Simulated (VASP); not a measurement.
Here is a VASP 6.6.1 calculation.

INCAR

```
SYSTEM = Ta4Al5N9
ALGO = Normal ; EDIFF = 1E-7
ENCUT = 520 ; GGA = PE
ISIF = 2 ; ISMEAR = -1
ISYM = 0 ; LASPH = .True.
LCHARG = .False. ; LREAL = Auto
LWAVE = .False. ; NBANDS = 67
NELM = 80 ; PREC = Accurate
SIGMA = 0.2482
```

Contents of KPOINTS:

```
Automatic mesh
0
Gamma
  1 1 1
  0.25 0.25 0.25
```

Contents of POSCAR:

```
Ta4Al5N9
1.0
    5.7043550000     -0.0555350000     -0.0206970000
   -0.0555350000      6.2992770000      0.1411560000
   -0.0206970000      0.1411560000      5.7643950000
Al N Ta
5 9 4
Direct
    0.2238132976      0.7257430130      0.7524455356
    0.3980377672      0.1370493773      0.6453925947
    0.6125081861      0.5086458096      0.6260080501
    1.0317341027      0.8777436931      0.0948007574
    0.5029383999     -0.0209109757      0.0992640209
    0.7496288533      0.2181167248      0.6389807749
    0.7031746116      0.2259259344      0.2046583906
    0.4354190528      0.4036300304      0.8517783857
    0.4951945833      0.7602535436      0.3728567687
    0.1175087658     -0.0134441583     -0.3870446417
    0.9580931837      0.5873183857      0.6005660855
    0.6030529555     -0.1503888527      0.8604139161
    0.0591585366      0.5889357057      1.0459365806
    0.2437909015      0.1509451366      0.1031603366
    0.4504728541      0.4691335279      0.1760036265
    1.0025409011      0.3363933119      0.3448132293
    0.7968966422     -0.0888738346      0.5409940583
    0.0669642746      0.3144714602      0.8449447732
```

Potentials or basis: VASP PAW PBE potentials, release 64 (Al, N, Ta_pv).

Launch:

```console
$ cat potpaw_PBE.64/Al/POTCAR potpaw_PBE.64/N/POTCAR potpaw_PBE.64/Ta_pv/POTCAR > POTCAR
$ mpirun -np 1 vasp_std > vasp.out
```

(1) What does it give for the pressure?

(2) Estimate the largest force.

## Answers

(1) 4.1 GPa.

(2) 4.345 eV/Å.

Caveat: the k points lie up to 1.10 Å⁻¹ apart, too coarse for converged energies, forces and pressures; the atoms stand as in a frame of molecular dynamics.
